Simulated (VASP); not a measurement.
# BN (P1) in VASP: notebook

The runs below take BN through single point, with PBE.

Program: VASP 6.6.1. These are calculated values, not measurements. Logs are shortened: lines on timing, memory, paths and dates and some standing lists are left out, and cuts for length are marked.

## Step 1: The cell of the first run

The typed cell holds 4 atoms: a = 2.563 Å, b = 2.563 Å, c = 4.439 Å, α = 73.22°, β = 73.22°, γ = 60.00°.

## Step 2: Single point, PBE (mode 4 frozen in at -0.051 Å and mode 5 at -0.017 Å (largest displacements))

Contents of INCAR:

```
SYSTEM = BN
PREC     = Accurate       ! precision mode
ENCUT    = 520            ! plane-wave cutoff, eV
EDIFF    = 1E-6           ! SCF threshold, eV
ISMEAR   = 0              ! smearing method
SIGMA    = 0.05           ! smearing width, eV
LREAL    = .False.        ! projectors in reciprocal space
LASPH    = .True.         ! aspherical terms in the spheres
NELM     = 80             ! most SCF steps
ALGO     = Normal         ! electronic algorithm
ISIF     = 2              ! what is computed and relaxed
LWAVE    = .False.        ! write WAVECAR
LCHARG   = .False.        ! write CHGCAR
GGA      = PE             ! functional
NBANDS   = 16             ! bands
```

Contents of KPOINTS:

```
regular mesh
0
Gamma
  6 6 6
  0 0 0
```

Contents of POSCAR:

```
BN
1.0
    0.0000000000     -1.8123937734     -1.8123937734
   -1.8123937734      0.0000000000     -1.8123937734
    1.8123937734      1.8123937734     -3.6247875468
B N
2 2
Direct
    0.0025127632      0.0191228933      0.0000000000
    0.4974872368      0.4808771067      0.5000000000
    0.3775714748      0.3945697059      0.8750000000
    0.8724285252      0.8554302941      0.3750000000
```

Potentials or basis: VASP PAW PBE potentials, release 64 (B, N).

Started as:

```bash
$ cat potpaw_PBE.64/B/POTCAR potpaw_PBE.64/N/POTCAR > POTCAR
$ mpirun -np 1 vasp_std > vasp.out
```

OUTCAR:

```text
SYSTEM = BN
   PREC = Accurate
   ENCUT = 520
   EDIFF = 1E-6
   ISMEAR = 0
   LREAL = .False.
   LASPH = .True.
   NELM = 80
   ISIF = 2
   GGA = PE

 ion  position               nearest neighbor table
   1  0.003  0.019  0.000-   3 1.57   3 1.57   3 1.57   4 1.57
   2  0.497  0.481  0.500-   4 1.57   4 1.57   4 1.57   3 1.57
   3  0.378  0.395  0.875-   1 1.57   1 1.57   1 1.57   2 1.57
   4  0.872  0.855  0.375-   2 1.57   2 1.57   2 1.57   1 1.57

  LATTYP: Found a trigonal (rhomboedric) cell.
 ALAT       =     4.4394399578
 COS(alpha) =     0.8333333333

  Lattice vectors:

 A1 = (   1.8123937734,   3.6247875468,  -1.8123937734)
 A2 = (   3.6247875468,   1.8123937734,  -1.8123937734)
 A3 = (   1.8123937734,   1.8123937734,  -3.6247875468)

Analysis of symmetry for initial positions (statically):
=====================================================================
 Subroutine PRICEL returns:
 Original cell was already a primitive cell.

 Routine SETGRP: Setting up the symmetry group for a
 trigonal (rhombohedral) supercell.

 Subroutine GETGRP returns: Found  1 space group operations
 (whereof  1 operations were pure point group operations)
 out of a pool of 12 trial point group operations.

The static configuration has the point symmetry C_1 .

Analysis of symmetry for dynamics (positions and initial velocities):
=====================================================================
 Subroutine PRICEL returns:
 Original cell was already a primitive cell.

 Routine SETGRP: Setting up the symmetry group for a
 trigonal (rhombohedral) supercell.

 Subroutine GETGRP returns: Found  1 space group operations
 (whereof  1 operations were pure point group operations)
 out of a pool of 12 trial point group operations.

The dynamic configuration has the point symmetry C_1 .

 Subroutine INISYM returns: Found  1 space group operations
 (whereof  1 operations are pure point group operations),
 and found     1 'primitive' translations

----------------------------------------------------------------------------------------

                                     Primitive cell

  volume of cell :      23.8132

  direct lattice vectors                    reciprocal lattice vectors
     0.000000000 -1.812393773 -1.812393773     0.137939119 -0.413817356 -0.137939119
    -1.812393773  0.000000000 -1.812393773    -0.413817356  0.137939119 -0.137939119
     1.812393773  1.812393773 -3.624787547     0.137939119  0.137939119 -0.137939119

  length of vectors
     2.563111855  2.563111855  4.439439958     0.457492301  0.457492301  0.238917562

  position of ions in fractional coordinates (direct lattice)
     0.002512763  0.019122893  0.000000000
     0.497487237  0.480877107  0.500000000
     0.377571475  0.394569706  0.875000000
     0.872428525  0.855430294  0.375000000

  ion indices of the primitive-cell ions
   primitive index   ion index
                 1           1
                 2           2
                 3           3
                 4           4

----------------------------------------------------------------------------------------

 KPOINTS: regular mesh

Automatic generation of k-mesh.
 Grid dimensions read from file:
 generate k-points for:    6    6    6

 Generating k-lattice:

  Cartesian coordinates                     Fractional coordinates (reciprocal lattice)
     0.022989853 -0.068969559 -0.022989853     0.166666667  0.000000000 -0.000000000
    -0.068969559  0.022989853 -0.022989853     0.000000000  0.166666667 -0.000000000
     0.022989853  0.022989853 -0.022989853     0.000000000  0.000000000  0.166666667

  Length of vectors
     0.076248717  0.076248717  0.039819594

  Shift w.r.t. Gamma in fractional coordinates (k-lattice)
     0.000000000  0.000000000  0.000000000

 Subroutine IBZKPT returns following result:
 ===========================================

 Found    112 irreducible k-points:

 Following reciprocal coordinates:
            Coordinates               Weight
  0.000000  0.000000  0.000000      1.000000
[... 43 lines left out ...]

 E-fermi :   7.5523     XC(G=0): -12.7851

 val. band max:        7.3434331356   @ k =   0.0000   0.0000   0.0000
 cond. band min:      11.7414555693   @ k =   0.5000   0.5000   0.0000
 fundamental gap:      4.3980224337
 Fermi energy:         7.5522914067

 k-point     1 :       0.0000    0.0000    0.0000
  band No.  band energies     occupation
      1     -12.8317      2.00000
      2      -8.6482      2.00000
      3      -3.3016      2.00000
      4       5.3937      2.00000
      5       5.4034      2.00000
      6       7.2712      2.00000
[... 8 lines left out ...]
     15      18.0920      0.00000
     16      22.5203      0.00000

 k-point     2 :       0.1667    0.0000    0.0000
  band No.  band energies     occupation
      1     -12.2202      2.00000
      2      -8.2875      2.00000
      3      -2.6124      2.00000
      4       3.2165      2.00000
      5       4.7580      2.00000
      6       5.0208      2.00000
[... 8 lines left out ...]
     15      19.6774      0.00000
     16      22.8929      0.00000

 k-point     3 :       0.0000    0.1667    0.0000
  band No.  band energies     occupation
      1     -12.2204      2.00000
      2      -8.2862      2.00000
      3      -2.6140      2.00000
      4       3.2150      2.00000
      5       4.7647      2.00000
      6       5.0122      2.00000
[... 8 lines left out ...]
     15      19.5762      0.00000
     16      22.8721      0.00000

 k-point     4 :      -0.1667   -0.1667   -0.1667
  band No.  band energies     occupation
      1     -12.2205      2.00000
      2      -8.2859      2.00000
      3      -2.6144      2.00000
      4       3.2146      2.00000
      5       4.7667      2.00000
      6       5.0097      2.00000
[... 8 lines left out ...]
     15      19.5368      0.00000
     16      22.8659      0.00000
[... 324 lines left out ...]
 k-point    22 :      -0.1667    0.3333   -0.1667
  band No.  band energies     occupation
      1      -8.8508      2.00000
      2      -7.5016      2.00000
      3      -1.5991      2.00000
      4      -0.1093      2.00000
      5       1.2796      2.00000
      6       1.9225      2.00000
[... 8 lines left out ...]
     15      22.7137      0.00000
     16      23.5927      0.00000

 k-point    23 :      -0.1667    0.5000   -0.0000
  band No.  band energies     occupation
      1      -8.8502      2.00000
      2      -7.5021      2.00000
      3      -1.6026      2.00000
      4      -0.1126      2.00000
      5       1.2919      2.00000
      6       1.9280      2.00000
[... 8 lines left out ...]
     15      22.8421      0.00000
     16      23.5871      0.00000

 k-point    24 :      -0.3333    0.5000    0.5000
  band No.  band energies     occupation
      1      -8.8531      2.00000
      2      -7.4970      2.00000
      3      -1.6066      2.00000
      4      -0.1166      2.00000
      5       1.2883      2.00000
      6       1.9398      2.00000
[... 8 lines left out ...]
     15      22.8168      0.00000
     16      23.5871      0.00000

 [... further k-points ...]
[... 5 lines left out ...]
  --------------------------------------------------------------------------------------
  -------------------------------------------------------------------------------------
  Total       -0.0101423      0.1159503     -0.0460056      0.0102826     -0.0169463     -0.0403720
  in kB       -0.6823835      7.8012580     -3.0953086      0.6918276     -1.1401684     -2.7162691
  external PRESSURE =       1.3411886 kB  Pullay stress =       0.0000000 kB

 VOLUME and BASIS-vectors are now :
 -----------------------------------------------------------------------------
  energy-cutoff  :      520.00
  volume of cell :       23.81
      direct lattice vectors                 reciprocal lattice vectors
     0.000000000 -1.812393773 -1.812393773     0.137939119 -0.413817356 -0.137939119
    -1.812393773  0.000000000 -1.812393773    -0.413817356  0.137939119 -0.137939119
     1.812393773  1.812393773 -3.624787547     0.137939119  0.137939119 -0.137939119

 POSITION                                       TOTAL-FORCE (eV/Angst)
 -----------------------------------------------------------------------------------
     -0.03466     -0.00455     -0.03921         0.318305      0.045910      0.363813
      0.03466      0.00455     -3.58558        -0.320547     -0.038167     -0.358671
      0.87073      0.90154     -4.57111         0.427517      0.052394      0.479338
     -0.87073     -0.90154     -4.49086        -0.425274     -0.060137     -0.484480
 -----------------------------------------------------------------------------------
    total drift:                               -0.000042     -0.000058      0.000015

  FREE ENERGIE OF THE ION-ELECTRON SYSTEM (eV)
  ---------------------------------------------------
  free  energy   TOTEN  =       -34.8379165563 eV

  energy  without entropy=      -34.8379165563  energy(sigma->0) =      -34.83791656
```

Run time: 33 s. Hardware: 1 thread of Intel Xeon Platinum 8488C (Sapphire Rapids), shared host; peak memory 0.15 GiB.

What came out:

```
Free energy            : -34.8379 eV
Pressure               : 0.1 GPa
Largest force          : 0.647 eV/Å
Band gap on the k mesh : 4.40 eV
```

Forces on the atoms (eV/Å):
```
B    0.318  0.046  0.364
B   -0.321 -0.038 -0.359
N    0.428  0.052  0.479
N   -0.425 -0.060 -0.484
```

Levels at points of the mesh, in eV from the valence-band top:
| k point | band 6 | band 7 | band 8 | band 9 | band 10 | band 11 |
| --- | --- | --- | --- | --- | --- | --- |
| (0.00, 0.00, 0.00) | -0.07 | -0.05 | 0.00 | 8.65 | 8.73 | 8.76 |
| (0.50, 0.00, 0.00) | -5.14 | -3.63 | -3.63 | 7.45 | 7.48 | 12.70 |
| (0.00, 0.50, 0.00) | -4.97 | -3.66 | -3.64 | 7.37 | 7.54 | 12.37 |
| (0.50, 0.50, 0.50) | -4.94 | -3.67 | -3.64 | 7.35 | 7.55 | 12.34 |
| (0.50, 0.50, 0.00) | -4.88 | -1.97 | -1.93 | 4.40 | 9.06 | 9.97 |
| (0.00, 0.50, 0.50) | -4.88 | -1.98 | -1.93 | 4.40 | 9.09 | 9.96 |
| (0.50, 0.00, 0.50) | -4.87 | -2.01 | -1.92 | 4.42 | 9.20 | 9.93 |
| (0.00, 0.00, 0.50) | -1.25 | -1.05 | -1.05 | 9.28 | 9.31 | 10.05 |

Caveat: the k points lie up to 0.48 Å⁻¹ apart; the cell differs from its parent crystal (mode 4 frozen in at -0.051 Å and mode 5 at -0.017 Å (largest displacements)). A k mesh can miss the band edges.

## Step 3: Single point, PBE (mode 4 frozen in at -0.051 Å and mode 5 at +0.017 Å (largest displacements))

Contents of INCAR:

```
PREC     = Accurate       # precision mode
ENCUT    = 520            # plane-wave cutoff, eV
EDIFF    = 1E-6           # SCF threshold, eV
ISMEAR   = 0              # smearing method
SIGMA    = 0.05           # smearing width, eV
LREAL    = False          # projectors in reciprocal space
LASPH    = True           # aspherical terms in the spheres
NELM     = 100            # most SCF steps
ALGO     = Normal         # electronic algorithm
ISIF     = 2              # what is computed and relaxed
LWAVE    = False          # write WAVECAR
LCHARG   = False          # write CHGCAR
GGA      = PE             # functional
NBANDS   = 16             # bands
```

Contents of KPOINTS:

```
regular mesh
0
Gamma
  6 6 6
```

Contents of POSCAR:

```
BN
1.0
    0.0000000000     -1.8123937734     -1.8123937734
   -1.8123937734      0.0000000000     -1.8123937734
    1.8123937734      1.8123937734     -3.6247875468
B N
2 2
Direct
   -0.0121089653      0.0236635727      0.0000000000
    0.5121089653      0.4763364273      0.5000000000
    0.3626081049      0.3992164797      0.8750000000
    0.8873918951      0.8507835203      0.3750000000
```

Potentials or basis: VASP PAW PBE potentials, release 64 (B, N).

Started as:

```bash
$ cat potpaw_PBE.64/B/POTCAR potpaw_PBE.64/N/POTCAR > POTCAR
$ mpirun -np 1 vasp_std > vasp.out
```

It took 33 s on 1 thread of Intel Xeon Platinum 8488C (Sapphire Rapids), shared host; peak memory 0.15 GiB.

Results (log left out):

```
Free energy            : -34.8379 eV
Pressure               : 0.1 GPa
Largest force          : 0.651 eV/Å
Band gap on the k mesh : 4.40 eV
```

Forces on the atoms (eV/Å):
```
B    0.391 -0.201  0.191
B   -0.399  0.204 -0.195
N    0.530 -0.273  0.260
N   -0.523  0.269 -0.256
```

Stress tensor (GPa, compression positive):
```
-0.53  0.22 -0.21
 0.22  0.45 -0.03
-0.21 -0.03  0.48
```

Levels at points of the mesh, in eV from the valence-band top:
```
           k point  band 5  band 6  band 7  band 8  band 9  band 10  band 11  band 12
(0.00, 0.00, 0.00)   -1.94   -0.07   -0.04    0.00    8.65     8.74     8.75    10.04
(0.50, 0.00, 0.00)   -5.24   -5.05   -3.64   -3.63    7.41     7.51    12.50    13.12
(0.00, 0.50, 0.00)   -5.30   -4.92   -3.67   -3.65    7.34     7.55    12.32    13.46
(0.50, 0.50, 0.50)   -5.24   -5.06   -3.64   -3.63    7.41     7.51    12.51    13.10
(0.50, 0.50, 0.00)   -4.90   -4.87   -2.00   -1.92    4.41     9.16     9.94    10.58
(0.00, 0.50, 0.50)   -4.90   -4.88   -1.96   -1.94    4.40     9.03     9.98    10.64
(0.50, 0.00, 0.50)   -4.90   -4.87   -2.00   -1.92    4.41     9.15     9.94    10.58
(0.00, 0.00, 0.50)   -1.25   -1.25   -1.05   -1.05    9.25     9.36     9.96    10.26
```

Caveat: the k points lie up to 0.48 Å⁻¹ apart; the cell differs from its parent crystal (mode 4 frozen in at -0.051 Å and mode 5 at +0.017 Å (largest displacements)). A k mesh can miss the band edges.

## Step 4: Single point, PBE (mode 4 frozen in at -0.017 Å and mode 5 at +0.000 Å (largest displacements))

Contents of INCAR:

```
SYSTEM = BN
PREC     = Accurate       ! precision mode
ENCUT    = 520            ! plane-wave cutoff, eV
EDIFF    = 1E-7           ! SCF threshold, eV
ISMEAR   = 0              ! smearing method
SIGMA    = 0.05           ! smearing width, eV
LREAL    = .False.        ! projectors in reciprocal space
LASPH    = .True.         ! aspherical terms in the spheres
NELM     = 80             ! most SCF steps
ALGO     = Normal         ! electronic algorithm
ISIF     = 2              ! what is computed and relaxed
LWAVE    = .False.        ! write WAVECAR
LCHARG   = .True.         ! write CHGCAR
GGA      = PE             ! functional
LELF     = .True.         ! ELF
LVHAR    = .True.       
NBANDS   = 16             ! bands
```

Contents of KPOINTS:

```
Automatic mesh
0
Gamma
  6 6 6
  0 0 0
```

Contents of POSCAR:

```
BN
1.0
    0.0000000000     -1.8123937734     -1.8123937734
   -1.8123937734      0.0000000000     -1.8123937734
    1.8123937734      1.8123937734     -3.6247875468
B N
2 2
Direct
   -0.0015993670      0.0071310777      0.0000000000
    0.5015993670      0.4928689223      0.5000000000
    0.3733632633      0.3822976976      0.8750000000
    0.8766367367      0.8677023024      0.3750000000
```

Started as:

```bash
$ cat potpaw_PBE.64/B/POTCAR potpaw_PBE.64/N/POTCAR > POTCAR
$ mpirun -np 1 vasp_std > vasp.out
```

Wall time 29 s (1 thread of Intel Xeon Platinum 8488C (Sapphire Rapids), shared host); peak memory 0.15 GiB.

It converged, with:

```yaml
Free_energy: -34.8921 eV
Pressure: 0.2 GPa
Largest_force: 0.204 eV/Å
Band_gap_on_the_k_mesh: 4.44 eV
```

Forces on the atoms (eV/Å):
```
B    0.118 -0.028  0.094
B   -0.121  0.026 -0.091
N    0.161 -0.034  0.121
N   -0.157  0.037 -0.125
```

Stress tensor (GPa, compression positive):
```
 0.16 -0.02  0.01
-0.02  0.28  0.03
 0.01  0.03  0.21
```

Levels at points of the mesh, in eV from the valence-band top:
| k point | band 4 | band 5 | band 6 | band 7 | band 8 | band 9 | band 10 | band 11 | band 12 | band 13 |
| --- | --- | --- | --- | --- | --- | --- | --- | --- | --- | --- |
| (0.00, 0.00, 0.00) | -1.93 | -1.93 | -0.01 | 0.00 | 0.00 | 8.77 | 8.78 | 8.78 | 10.05 | 10.20 |
| (0.50, 0.00, 0.00) | -8.69 | -5.14 | -5.11 | -3.63 | -3.62 | 7.50 | 7.52 | 12.95 | 13.03 | 14.33 |
| (0.00, 0.50, 0.00) | -8.67 | -5.18 | -5.06 | -3.63 | -3.62 | 7.48 | 7.54 | 12.82 | 13.19 | 14.33 |
| (0.50, 0.50, 0.50) | -8.67 | -5.16 | -5.08 | -3.63 | -3.62 | 7.48 | 7.53 | 12.85 | 13.15 | 14.31 |
| (0.50, 0.50, 0.00) | -8.87 | -4.87 | -4.87 | -1.93 | -1.93 | 4.45 | 9.18 | 10.03 | 10.65 | 10.66 |
| (0.00, 0.50, 0.50) | -8.87 | -4.87 | -4.87 | -1.93 | -1.93 | 4.44 | 9.17 | 10.03 | 10.66 | 10.66 |
| (0.50, 0.00, 0.50) | -8.87 | -4.87 | -4.87 | -1.93 | -1.92 | 4.45 | 9.19 | 10.03 | 10.65 | 10.66 |
| (0.00, 0.00, 0.50) | -5.45 | -1.15 | -1.15 | -1.09 | -1.09 | 9.53 | 9.53 | 10.20 | 10.22 | 10.38 |

Caveat: the k points lie up to 0.48 Å⁻¹ apart; the cell differs from its parent crystal (mode 4 frozen in at -0.017 Å and mode 5 at +0.000 Å (largest displacements)). A k mesh can miss the band edges.

## Step 5: Single point, PBE (mode 4 frozen in at +0.000 Å and mode 5 at -0.017 Å (largest displacements))

Contents of INCAR:

```
SYSTEM = BN
PREC = Accurate ; ENCUT = 520
EDIFF = 1E-6 ; ISMEAR = 0
SIGMA = 0.05 ; LREAL = .False.
LASPH = .True. ; NELM = 80
ALGO = Normal ; ISIF = 2
LWAVE = .False. ; LCHARG = .False.
GGA = PE ; NBANDS = 16
```

Contents of KPOINTS:

```
regular mesh
0
Gamma
  6 6 6
  0 0 0
```

Contents of POSCAR:

```
BN
1.0
    0.0000000000     -1.8123937734     -1.8123937734
   -1.8123937734      0.0000000000     -1.8123937734
    1.8123937734      1.8123937734     -3.6247875468
B N
2 2
Direct
    0.0073108643     -0.0022703397      0.0000000000
    0.4926891357      0.5022703397      0.5000000000
    0.3824816849      0.3726766131      0.8750000000
    0.8675183151      0.8773233869      0.3750000000
```

Started as:

```bash
$ cat potpaw_PBE.64/B/POTCAR potpaw_PBE.64/N/POTCAR > POTCAR
$ mpirun -np 1 vasp_std > vasp.out
```

It took 26 s on 1 thread of Intel Xeon Platinum 8488C (Sapphire Rapids), shared host; peak memory 0.15 GiB.

The run converged. Its results:

* Free energy: -34.8921 eV
* Pressure: 0.2 GPa
* Largest force: 0.204 eV/Å
* Band gap on the k mesh: 4.44 eV

Forces on the atoms (eV/Å):
```
B   -0.039  0.121  0.086
B    0.037 -0.125 -0.083
N   -0.049  0.165  0.110
N    0.052 -0.161 -0.114
```

Stress tensor (GPa, compression positive):
```
 0.28 -0.02  0.03
-0.02  0.17  0.01
 0.03  0.01  0.23
```

Levels at points of the mesh, in eV from the valence-band top:
```
           k point  band 4  band 5  band 6  band 7  band 8  band 9  band 10  band 11  band 12  band 13
(0.00, 0.00, 0.00)   -1.93   -1.93   -0.01    0.00    0.00    8.77     8.78     8.78    10.05    10.20
(0.50, 0.00, 0.00)   -8.67   -5.18   -5.06   -3.63   -3.62    7.48     7.54    12.81    13.20    14.33
(0.00, 0.50, 0.00)   -8.69   -5.14   -5.10   -3.63   -3.62    7.50     7.52    12.93    13.05    14.33
(0.50, 0.50, 0.50)   -8.68   -5.16   -5.08   -3.63   -3.62    7.49     7.53    12.86    13.13    14.31
(0.50, 0.50, 0.00)   -8.87   -4.87   -4.87   -1.93   -1.93    4.45     9.18    10.03    10.65    10.66
(0.00, 0.50, 0.50)   -8.87   -4.87   -4.87   -1.93   -1.92    4.45     9.18    10.03    10.65    10.66
(0.50, 0.00, 0.50)   -8.87   -4.87   -4.87   -1.93   -1.93    4.44     9.17    10.03    10.66    10.66
(0.00, 0.00, 0.50)   -5.45   -1.15   -1.15   -1.09   -1.09    9.53     9.53    10.20    10.22    10.38
```

Caveat: the k points lie up to 0.48 Å⁻¹ apart; the cell differs from its parent crystal (mode 4 frozen in at +0.000 Å and mode 5 at -0.017 Å (largest displacements)).
